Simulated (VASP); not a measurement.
# Ir (Im-3m) in VASP: single point with PBE

Aim: the single point of Ir with PBE.

Everything below comes from runs of VASP 6.6.1. Logs are shortened: lines on timing, memory, paths and dates and some standing lists are left out, and cuts for length are marked.

### 1 The cell of the first run

The structure is cubic, space group Im-3m (No. 229). Conventional cell: a = 3.069 Å, b = 3.069 Å, c = 3.069 Å, α = 90.00°, β = 90.00°, γ = 90.00°. Within 3.5 Å of Ir (site symmetry m-3m) lie 14 Ir at 2.66 to 3.07 Å.

This isn't the form of Ir at room conditions, which is fcc.

### 2 Single point, PBE (W replaced by Ir, lengths x 0.922, strained)

The input, INCAR:

```
SYSTEM = Ir
ALGO = Normal ; EDIFF = 1E-7
ENCUT = 520 ; GGA = PE
ISIF = 2 ; ISMEAR = 0
LASPH = .TRUE. ; LCHARG = .FALSE.
LREAL = .FALSE. ; LWAVE = .FALSE.
NBANDS = 10 ; NELM = 80
PREC = Accurate ; SIGMA = 0.1
```

The input, KPOINTS:

```
k-points
0
G
  20 20 20
  0 0 0
```

The input, POSCAR:

```
Ir
1.0
   -1.5344481973      1.5344481973      1.5344481973
    1.5344481973     -1.5344481973      1.5344481973
    1.5344481973      1.5344481973     -1.5344481973
Ir
1
Direct
    0.0000000000      0.0000000000      0.0000000000
```

Potentials or basis: VASP PAW PBE potentials, release 64 (Ir).

Started as:

```
$ cat potpaw_PBE.64/Ir/POTCAR > POTCAR
$ mpirun -np 1 vasp_std > vasp.out
```

OUTCAR:

```text
SYSTEM = Ir
   EDIFF = 1E-7
   ENCUT = 520
   GGA = PE
   ISIF = 2
   ISMEAR = 0
   LASPH = .TRUE.
   LREAL = .FALSE.
   NELM = 80
   PREC = Accurate

 ion  position               nearest neighbor table
   1  0.000  0.000  0.000-

  LATTYP: Found a body centered cubic cell.
 ALAT       =     3.0688963946

  Lattice vectors:

 A1 = (  -1.5344481973,   1.5344481973,   1.5344481973)
 A2 = (   1.5344481973,  -1.5344481973,   1.5344481973)
 A3 = (   1.5344481973,   1.5344481973,  -1.5344481973)

Analysis of symmetry for initial positions (statically):
=====================================================================
 Subroutine PRICEL returns:
 Original cell was already a primitive cell.

 Routine SETGRP: Setting up the symmetry group for a
 body centered cubic supercell.

 Subroutine GETGRP returns: Found 48 space group operations
 (whereof 48 operations were pure point group operations)
 out of a pool of 48 trial point group operations.

The static configuration has the point symmetry O_h .

Analysis of symmetry for dynamics (positions and initial velocities):
=====================================================================
 Subroutine PRICEL returns:
 Original cell was already a primitive cell.

 Routine SETGRP: Setting up the symmetry group for a
 body centered cubic supercell.

 Subroutine GETGRP returns: Found 48 space group operations
 (whereof 48 operations were pure point group operations)
 out of a pool of 48 trial point group operations.

The dynamic configuration has the point symmetry O_h .

 Subroutine INISYM returns: Found 48 space group operations
 (whereof 48 operations are pure point group operations),
 and found     1 'primitive' translations

----------------------------------------------------------------------------------------

                                     Primitive cell

  volume of cell :      14.4516

  direct lattice vectors                    reciprocal lattice vectors
    -1.534448197  1.534448197  1.534448197     0.000000000  0.325850036  0.325850036
     1.534448197 -1.534448197  1.534448197     0.325850036  0.000000000  0.325850036
     1.534448197  1.534448197 -1.534448197     0.325850036  0.325850036  0.000000000

  length of vectors
     2.657742239  2.657742239  2.657742239     0.460821540  0.460821540  0.460821540

  position of ions in fractional coordinates (direct lattice)
     0.000000000  0.000000000  0.000000000

  ion indices of the primitive-cell ions
   primitive index   ion index
                 1           1

----------------------------------------------------------------------------------------

 KPOINTS: k-points

Automatic generation of k-mesh.
 Grid dimensions read from file:
 generate k-points for:   20   20   20

 Generating k-lattice:

  Cartesian coordinates                     Fractional coordinates (reciprocal lattice)
     0.000000000  0.016292502  0.016292502     0.050000000  0.000000000  0.000000000
     0.016292502  0.000000000  0.016292502     0.000000000  0.050000000  0.000000000
     0.016292502  0.016292502  0.000000000     0.000000000  0.000000000  0.050000000

  Length of vectors
     0.023041077  0.023041077  0.023041077

  Shift w.r.t. Gamma in fractional coordinates (k-lattice)
     0.000000000  0.000000000  0.000000000

 Subroutine IBZKPT returns following result:
 ===========================================

 Found    256 irreducible k-points:

 Following reciprocal coordinates:
            Coordinates               Weight
  0.000000  0.000000  0.000000      1.000000
  0.050000  0.000000  0.000000     12.000000
  0.100000  0.000000  0.000000     12.000000
  0.150000  0.000000  0.000000     12.000000
  0.200000  0.000000  0.000000     12.000000
  0.250000  0.000000  0.000000     12.000000
[... 16 lines left out ...]
  0.200000  0.100000 -0.000000     48.000000
  0.250000  0.100000  0.000000     48.000000
 [... further k-points ...]
   k-points           NKPTS =    256   k-points in BZ     NKDIM =    256   number of bands    NBANDS=     10
   number of dos      NEDOS =    301   number of ions     NIONS =      1
   total plane-waves  NPLWV =   8000
   dimension x,y,z NGX =    20 NGY =   20 NGZ =   20
   dimension x,y,z NGXF=    40 NGYF=   40 NGZF=   40
   ions per type =               1
   NGX,Y,Z   is equivalent  to a cutoff of  12.51, 12.51, 12.51 a.u.
   NGXF,Y,Z  is equivalent  to a cutoff of  25.02, 25.02, 25.02 a.u.
 SYSTEM =  Ir
   PREC   = accura    normal or accurate (medium, high low for compatibility)
   ISTART =      0    job   : 0-new  1-cont  2-samecut
   ICHARG =      2    charge: 1-file 2-atom 10-const
   ISPIN  =      1    spin polarized calculation?
   LNONCOLLINEAR =      F non collinear calculations
   LSORBIT =      F    spin-orbit coupling
   LASPH  =      T    aspherical Exc in radial PAW
   ENCUT  =  520.0 eV  38.22 Ry    6.18 a.u.   4.94  4.94  4.94*2*pi/ulx,y,z
   NELM   =     80;   NELMIN=  2; NELMDL= -5     # of ELM steps
   EDIFF  = 0.1E-06   stopping-criterion for ELM
   LREAL  =      F    real-space projection
   EDIFFG = 0.1E-05   stopping-criterion for IOM
   NSW    =      0    number of steps for IOM
   IBRION =     -1    ionic relax: 0-MD 1-quasi-New 2-CG
   NFREE  =      0    steps in history (QN), initial steepest desc. (CG)
   ISIF   =      2    stress and relaxation
   ISYM   =      2    0-nonsym 1-usesym 2-fastsym
   POTIM  = 0.5000    time-step for ionic-motion
   TEBEG  =    0.0;   TEEND  =   0.0 temperature during run
   PSTRESS=    0.0 pullay stress
   NELECT =       9.0000    total number of electrons
   NUPDOWN=      -1.0000    fix difference up-down
   EMIN   =  10.00;   EMAX   =-10.00  energy-range for DOS
   EFERMI =   0.00;   METHOD = LEGACY
   ISMEAR =     0;   SIGMA  =   0.10  broadening in eV -4-tet -1-fermi 0-gaus
   EFERMI_NEDOS =   21; number of points for ismear=-14 and -15
   IALGO  =     38    algorithm
   IMIX   =      4    mixing-type and parameters
     AMIX     =   0.40;   BMIX     =  1.00
     AMIX_MAG =   1.60;   BMIX_MAG =  1.00
  volume/ion in A,a.u.               =      14.45        97.52
  Fermi-wavevector in a.u.,A,eV,Ry     =   1.398031  2.641895 26.592456  1.954490
  Thomas-Fermi vector in A             =   2.521229
   LORBIT       =      0    0 simple, 1 ext, 2 COOP (PROOUT), +10 PAW based schemes
   GGA     = PE    functional components
   LHFCALC =     F    Hartree Fock is set to
   AEXX    =    0.0000 exact exchange contribution
   IVDW    =     0    specifies the selected vdW correction
   LEPSILON=     F    determine dielectric tensor
   LRPA    =     F    only Hartree local field effects (RPA)
 non-spin polarized calculation
 Gauss-broadening in eV      SIGMA  =   0.10
  energy-cutoff  :      520.00
  volume of cell :       14.45
 maximum number of plane-waves:       403
   NGX =  9   NGY =  9   NGZ =  9

 number of electron       8.9999999 magnetization

 Free energy of the ion-electron system (eV)
  ---------------------------------------------------
  ext. energy  EPLUGINS =         0.00000000
  ---------------------------------------------------
  free energy    TOTEN  =        -8.19518842 eV

  energy without entropy =       -8.18039084  energy(sigma->0) =       -8.18778963

 E-fermi :   9.8113     XC(G=0): -13.8419

 val. band max:        9.8105662081   @ k =  -0.2500   0.4000   0.1000
 cond. band min:       9.8113913839   @ k =   0.2500   0.2500   0.1000
 fundamental gap:      0.0008251758
 Fermi energy:         9.8113060667

 k-point     1 :       0.0000    0.0000    0.0000
  band No.  band energies     occupation
      1      -0.8415      2.00000
      2       6.1878      2.00000
      3       6.1878      2.00000
      4       6.1878      2.00000
      5       9.2626      2.00000
      6       9.2626      2.00000
      7      26.7543      0.00000
      8      26.7543      0.00000
      9      26.7543      0.00000
     10      37.7517      0.00000

 k-point     2 :       0.0500    0.0000    0.0000
  band No.  band energies     occupation
      1      -0.7258      2.00000
      2       6.1338      2.00000
      3       6.1849      2.00000
      4       6.2900      2.00000
      5       9.1864      2.00000
      6       9.2660      2.00000
      7      26.8256      0.00000
      8      26.9180      0.00000
      9      26.9355      0.00000
     10      36.4771      0.00000

 k-point     3 :       0.1000    0.0000    0.0000
  band No.  band energies     occupation
      1      -0.3878      2.00000
      2       5.9804      2.00000
      3       6.1673      2.00000
      4       6.5933      2.00000
      5       8.9994      2.00000
      6       9.2782      2.00000
      7      26.9860      0.00000
      8      27.3037      0.00000
      9      27.4679      0.00000
     10      34.8194      0.00000

 k-point     4 :       0.1500    0.0000    0.0000
  band No.  band energies     occupation
      1       0.1430      2.00000
      2       5.7504      2.00000
      3       6.1189      2.00000
      4       7.0873      2.00000
      5       8.8035      2.00000
      6       9.3040      2.00000
      7      27.0524      0.00000
      8      27.5507      0.00000
      9      28.3195      0.00000
     10      33.6220      0.00000
[... 222 lines left out ...]
 k-point    22 :       0.1500    0.1000    0.0000
  band No.  band energies     occupation
      1       1.1017      2.00000
      2       5.5111      2.00000
      3       5.7555      2.00000
      4       8.1824      2.00000
      5       8.5245      2.00000
      6       9.4862      2.00000
      7      26.8808      0.00000
      8      27.0810      0.00000
      9      28.9826      0.00000
     10      31.9096      0.00000

 k-point    23 :       0.2000    0.1000   -0.0000
  band No.  band energies     occupation
      1       1.7816      2.00000
      2       5.2329      2.00000
      3       5.7288      2.00000
      4       8.5216      2.00000
      5       9.0546      2.00000
      6       9.5860      1.99856
      7      25.3959      0.00000
      8      26.3576      0.00000
      9      29.9211      0.00000
     10      30.7998      0.00000

 k-point    24 :       0.2500    0.1000    0.0000
  band No.  band energies     occupation
      1       2.3193      2.00000
      2       4.9671      2.00000
      3       5.9526      2.00000
      4       8.6503      2.00000
      5       9.6416      1.98361
      6      10.0631      0.00037
      7      23.5320      0.00000
      8      25.3929      0.00000
      9      29.3834      0.00000
     10      31.3558      0.00000

 [... further k-points ...]

------------------------ aborting loop because EDIFF is reached ----------------------------------------

  FORCE on cell =-STRESS in cart. coord.  units (eV):
  Direction    XX          YY          ZZ          XY          YZ          ZX
  --------------------------------------------------------------------------------------
  -------------------------------------------------------------------------------------
  Total        1.2937979      1.2937979      1.2937979      0.0000000     -0.0000000      0.0000000
  in kB      143.4367183    143.4367183    143.4367183      0.0000000     -0.0000000      0.0000000
  external PRESSURE =     143.4367183 kB  Pullay stress =       0.0000000 kB

 VOLUME and BASIS-vectors are now :
 -----------------------------------------------------------------------------
  energy-cutoff  :      520.00
  volume of cell :       14.45
      direct lattice vectors                 reciprocal lattice vectors
    -1.534448197  1.534448197  1.534448197     0.000000000  0.325850036  0.325850036
     1.534448197 -1.534448197  1.534448197     0.325850036  0.000000000  0.325850036
     1.534448197  1.534448197 -1.534448197     0.325850036  0.325850036  0.000000000

 POSITION                                       TOTAL-FORCE (eV/Angst)
 -----------------------------------------------------------------------------------
      0.00000      0.00000      0.00000        -0.000000      0.000000     -0.000000
 -----------------------------------------------------------------------------------
    total drift:                                0.000000      0.000000      0.000000

  FREE ENERGIE OF THE ION-ELECTRON SYSTEM (eV)
  ---------------------------------------------------
  free  energy   TOTEN  =        -8.1951884238 eV

  energy  without entropy=       -8.1803908381  energy(sigma->0) =       -8.18778963
```

Run time: 20 s. Hardware: 1 thread of Intel Xeon Platinum 8488C (Sapphire Rapids), shared host; peak memory 0.15 GiB.

What came out:

- Free energy: -8.1952 eV
- Pressure: 14.3 GPa
- Band gap on the k mesh: zero (an odd number of electrons rules out a gap without spin polarisation)

Levels at points of the mesh, in eV from the Fermi level:
```
           k point  band 1  band 2  band 3  band 4  band 5  band 6  band 7  band 8  band 9
(0.00, 0.00, 0.00)  -10.65   -3.62   -3.62   -3.62   -0.55   -0.55   16.94   16.94   16.94
(0.50, 0.00, 0.00)   -7.54   -5.47   -0.72   -0.09   -0.04    2.28    8.05   13.06   17.00
(0.50, 0.50, 0.50)   -7.09   -7.09    1.56    1.56    1.56    7.95    7.95    7.95   14.83
```

Caveat: the cell differs from its parent crystal (W replaced by Ir, lengths x 0.922, strained); the cell stands under pressure; spin-orbit coupling is left out, which moves the levels of the heavy elements.
